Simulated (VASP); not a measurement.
# Te2Mo (P2_1/m) in VASP: single point with LDA

Aim: the single point of Te2Mo with LDA.

Everything below comes from runs of VASP 6.6.1. Logs are shortened: lines on timing, memory, paths and dates and some standing lists are left out, and cuts for length are marked.

## (1) The cell of the first run

It takes space group P2_1/m (No. 11, monoclinic). Conventional cell: a = 6.330 Å, b = 3.469 Å, c = 13.860 Å, α = 90.00°, β = 93.92°, γ = 90.00°. Within 3.7 Å of Te (site symmetry m) lie 3 Mo at 2.79 to 2.81 Å and 8 Te at 3.47 to 3.70 Å. Te (site symmetry m) has 3 Mo at 2.70 Å and 6 Te at 3.47 to 3.67 Å within 3.7 Å. Within 3.7 Å of Te (site symmetry m) lie 3 Mo at 2.79 to 2.82 Å and 8 Te at 3.47 to 3.67 Å. Te (site symmetry m) has 3 Mo at 2.70 to 2.71 Å and 6 Te at 3.47 to 3.70 Å within 3.7 Å. Mo (site symmetry m) has 6 Te at 2.70 to 2.82 Å and 4 Mo at 2.89 to 3.47 Å within 3.6 Å. Mo (site symmetry m) has 6 Te at 2.70 to 2.81 Å and 4 Mo at 2.90 to 3.47 Å within 3.6 Å.

## (2) Single point, LDA

Contents of POSCAR:

```
Te2Mo
1.0
    6.3300000000      0.0000000000      0.0000000000
    0.0000000000      3.4690000000      0.0000000000
   -0.9467947088      0.0000000000     13.8276237937
Te Mo
8 4
Direct
    0.9437000000      0.7500000000      0.6045000000
    0.0563000000      0.2500000000      0.3955000000
    0.9030000000      0.2500000000      0.8514000000
    0.0970000000      0.7500000000      0.1486000000
    0.4112000000      0.7500000000      0.8955000000
    0.5888000000      0.2500000000      0.1045000000
    0.4432000000      0.2500000000      0.6484000000
    0.5568000000      0.7500000000      0.3516000000
    0.8167000000      0.7500000000      0.9926000000
    0.1833000000      0.2500000000      0.0074000000
    0.6819000000      0.2500000000      0.4934000000
    0.3181000000      0.7500000000      0.5066000000
```

Contents of INCAR.step1:

```
SYSTEM = Te2Mo
PREC = Accurate
ENCUT = 520
EDIFF = 1E-7
ISMEAR = -1
SIGMA = 0.05
LREAL = .False.
LASPH = .True.
NELM = 100
ALGO = Normal
ISIF = 2
LWAVE = .False.
LCHARG = .True.
LMAXMIX = 4
GGA = CA
NBANDS = 64
```

Contents of KPOINTS.step1:

```
regular mesh
0
Gamma
  3 6 2
  0 0 0
```

Contents of INCAR.step2:

```
SYSTEM = Te2Mo
PREC = Accurate
ENCUT = 520
EDIFF = 1E-7
ISMEAR = -5
SIGMA = 0.05
LREAL = .False.
LASPH = .True.
NELM = 100
ALGO = Normal
ISIF = 2
LWAVE = .False.
LCHARG = .False.
LMAXMIX = 4
GGA = CA
LORBIT = 11
NEDOS = 1001
ICHARG = 11
```

Contents of KPOINTS.step2:

```
regular mesh
0
Gamma
  5 9 3
  0 0 0
```

Potentials or basis: VASP PAW LDA potentials, release 64 (Te, Mo_sv).

Command:

```bash
> cat potpaw_LDA.64/Te/POTCAR potpaw_LDA.64/Mo_sv/POTCAR > POTCAR
> cp INCAR.step1 INCAR
> cp KPOINTS.step1 KPOINTS
> mpirun -np 1 vasp_std > vasp.out
> cp INCAR.step2 INCAR
> cp KPOINTS.step2 KPOINTS
> mpirun -np 1 vasp_std > vasp.out
```

OUTCAR:

```text
SYSTEM = Te2Mo
   PREC = Accurate
   ENCUT = 520
   EDIFF = 1E-7
   ISMEAR = -5
   LREAL = .False.
   LASPH = .True.
   NELM = 100
   ISIF = 2
   GGA = CA
   LORBIT = 11
   ICHARG = 11

 ion  position               nearest neighbor table
   1  0.944  0.750  0.605-  11 2.79  11 2.79  12 2.81   2 3.49   2 3.49   7 3.62   7 3.62
   2  0.056  0.250  0.395-  12 2.79  12 2.79  11 2.81   1 3.49   1 3.49   8 3.62   8 3.62
   3  0.903  0.250  0.851-   9 2.70   9 2.70  10 2.70   5 3.65   5 3.65   5 3.67   5 3.67
   4  0.097  0.750  0.149-  10 2.70  10 2.70   9 2.70   6 3.65   6 3.65   6 3.67   6 3.67
   5  0.411  0.750  0.895-  10 2.79  10 2.79   9 2.82   6 3.50   6 3.50   3 3.65   3 3.65   3 3.67
                             3 3.67
   6  0.589  0.250  0.105-   9 2.79   9 2.79  10 2.82   5 3.50   5 3.50   4 3.65   4 3.65   4 3.67
                             4 3.67
   7  0.443  0.250  0.648-  12 2.70  12 2.70  11 2.71   1 3.62   1 3.62
   8  0.557  0.750  0.352-  11 2.70  11 2.70  12 2.71   2 3.62   2 3.62
   9  0.817  0.750  0.993-   3 2.70   3 2.70   4 2.70   6 2.79   6 2.79   5 2.82  10 2.89  10 2.89

  10  0.183  0.250  0.007-   4 2.70   4 2.70   3 2.70   5 2.79   5 2.79   6 2.82   9 2.89   9 2.89

  11  0.682  0.250  0.493-   8 2.70   8 2.70   7 2.71   1 2.79   1 2.79   2 2.81  12 2.90  12 2.90

  12  0.318  0.750  0.507-   7 2.70   7 2.70   8 2.71   2 2.79   2 2.79   1 2.81  11 2.90  11 2.90

  LATTYP: Found a simple monoclinic cell.
 ALAT       =     6.3300000000
 B/A-ratio  =     0.5480252765
 C/A-ratio  =     2.1895734597
 COS(beta)  =    -0.0683113066

  Lattice vectors:

 A1 = (   6.3300000000,   0.0000000000,   0.0000000000)
 A2 = (   0.0000000000,   3.4690000000,   0.0000000000)
 A3 = (  -0.9467947088,   0.0000000000,  13.8276237937)

Analysis of symmetry for initial positions (statically):
=====================================================================
 Subroutine PRICEL returns:
 Original cell was already a primitive cell.

 Routine SETGRP: Setting up the symmetry group for a
 simple monoclinic supercell.

 Subroutine GETGRP returns: Found  4 space group operations
 (whereof  2 operations were pure point group operations)
 out of a pool of  4 trial point group operations.

The static configuration has the point symmetry S_2 .
 The point group associated with its full space group is C_2h.

Analysis of symmetry for dynamics (positions and initial velocities):
=====================================================================
 Subroutine PRICEL returns:
 Original cell was already a primitive cell.

 Routine SETGRP: Setting up the symmetry group for a
 simple monoclinic supercell.
[... 151 lines left out ...]
  Thomas-Fermi vector in A             =   2.282115
   LORBIT       =     11    0 simple, 1 ext, 2 COOP (PROOUT), +10 PAW based schemes
   GGA     = CA    functional components
   LHFCALC =     F    Hartree Fock is set to
   AEXX    =    0.0000 exact exchange contribution
   IVDW    =     0    specifies the selected vdW correction
   LEPSILON=     F    determine dielectric tensor
   LRPA    =     F    only Hartree local field effects (RPA)
 non-spin polarized calculation
 Fermi weights with tetrahedron method with Bloechl corrections
  energy-cutoff  :      520.00
  volume of cell :      303.64
 maximum number of plane-waves:      8239

 number of electron     103.9999999 magnetization

 Free energy of the ion-electron system (eV)
  ---------------------------------------------------
  ext. energy  EPLUGINS =         0.00000000
  ---------------------------------------------------
  free energy    TOTEN  =       -82.18228806 eV

  energy without entropy =      -82.18228806  energy(sigma->0) =      -82.18228806

 E-fermi :   8.1091     XC(G=0): -10.5773

 val. band max:        8.1828753749   @ k =   0.0000   0.0000   0.0000
 cond. band min:       8.0530531243   @ k =   0.4000   0.0000   0.3333
 fundamental gap:     -0.1298222506
 Fermi energy:         8.1090600232

 k-point     1 :       0.0000    0.0000    0.0000
  band No.  band energies     occupation
      1     -52.6434      2.00000
      2     -52.6244      2.00000
      3     -52.5850      2.00000
      4     -52.5645      2.00000
      5     -27.0880      2.00000
      6     -27.0729      2.00000
[... 1549 lines left out ...]
     61      10.3578      0.00000
     62      10.4263      0.00000

 [... further k-points ...]
[... 5 lines left out ...]
  --------------------------------------------------------------------------------------
  -------------------------------------------------------------------------------------
  Total       -5.7398154     -5.5913038     -6.5294991      0.0000000      0.0000000      0.2391967
  in kB      -30.2867686    -29.5031311    -34.4536219      0.0000000      0.0000000      1.2621477
  external PRESSURE =     -31.4145072 kB  Pullay stress =       0.0000000 kB

 VOLUME and BASIS-vectors are now :
 -----------------------------------------------------------------------------
  energy-cutoff  :      520.00
  volume of cell :      303.64
      direct lattice vectors                 reciprocal lattice vectors
     6.330000000  0.000000000  0.000000000     0.157977883  0.000000000  0.010816943
     0.000000000  3.469000000  0.000000000     0.000000000  0.288267512  0.000000000
    -0.946794709  0.000000000 13.827623794     0.000000000  0.000000000  0.072319005

 POSITION                                       TOTAL-FORCE (eV/Angst)
 -----------------------------------------------------------------------------------
      5.40128      2.60175      8.35880         0.019759      0.000000     -0.225714
     -0.01808      0.86725      5.46883        -0.019759      0.000000      0.225714
      4.90989      0.86725     11.77284         0.000662      0.000000      0.332831
      0.47332      2.60175      2.05478        -0.000662     -0.000000     -0.332831
      1.75504      2.60175     12.38264         0.006040     -0.000000      0.250827
      3.62816      0.86725      1.44499        -0.006040      0.000000     -0.250827
      2.19155      0.86725      8.96583         0.015559      0.000000     -0.360861
      3.19165      2.60175      4.86179        -0.015559     -0.000000      0.360861
      4.22992      2.60175     13.72530         0.217512      0.000000     -0.032494
      1.15328      0.86725      0.10232        -0.217512      0.000000      0.032494
      3.84928      0.86725      6.82255        -0.268096      0.000000     -0.030320
      1.53393      2.60175      7.00507         0.268096      0.000000      0.030320
 -----------------------------------------------------------------------------------
    total drift:                               -0.000000      0.000000     -0.000000

  FREE ENERGIE OF THE ION-ELECTRON SYSTEM (eV)
  ---------------------------------------------------
  free  energy   TOTEN  =       -82.1822880642 eV

  energy  without entropy=      -82.1822880642  energy(sigma->0) =      -82.18228806

 total charge

# of ion       s       p       d       tot
------------------------------------------
    1        1.392   1.950   0.059   3.401
    2        1.392   1.950   0.059   3.401
    3        1.399   1.967   0.066   3.432
    4        1.399   1.967   0.066   3.432
    5        1.392   1.951   0.058   3.401
    6        1.392   1.951   0.058   3.401
    7        1.398   1.967   0.065   3.430
    8        1.398   1.967   0.065   3.430
    9        2.278   6.160   3.984  12.422
   10        2.278   6.160   3.984  12.422
   11        2.278   6.160   3.981  12.419
   12        2.278   6.160   3.981  12.419
--------------------------------------------------
tot         20.276  40.310  16.426  77.012
```

Run time: 11 min. Hardware: 1 thread of AMD EPYC 9R45 (Zen 5), shared host; peak memory 0.61 GiB.

What came out:

* Valence electrons inside the program's atomic spheres: Te 3.40, 3.43 (each value once); Mo 12.42

Caveat: spin-orbit coupling is left out, which moves the levels of the heavy elements; tetrahedron occupations give inexact forces and stress in metals.
